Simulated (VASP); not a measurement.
Runs of VASP 6.6.1 on Mn3Cu. The structure is that of space group Fm-3m (No. 225), or close to it. The cells are those of the table. 

| task | spin | fixed moment (μB) | cell | cutoff (eV) | gap on the mesh (eV) | pressure (GPa) | moment (μB) |
| --- | --- | --- | --- | --- | --- | --- | --- |
| relaxation of cell and atoms | off | - | relaxed from a = 4.129 Å, angles 60.0°, 4 atoms | 600 | none | -0.1 | - |
| single point | off | - | a = 3.971 Å, angles 60.0°, 4 atoms | 520 | none | (a) | - |
| single point | collinear, ferromagnetic start | 15.0 | a = 4.129 Å, angles 60.0°, 4 atoms | 600 | - | 54.8 | 15.00 |
| single point | collinear, ferromagnetic start | - | a = 4.129 Å, angles 60.0°, 4 atoms | 520 | none | 0.4 | 2.88 |

Alike in all rows: level PBE; potentials or basis VASP PAW PBE potentials, release 64 (Mn_pv, Cu); k mesh 12 × 12 × 12; smearing gaussian 0.1 eV.

Task: Fill in the values left out.

Result: (a) 0.1.

Caveats: the cell stands under pressure (at least some runs); the total moment is fixed, so each spin has its own Fermi level and the state may be an excited one (at least some runs).

A gap of «none» marks levels without a gap at the run's occupations.
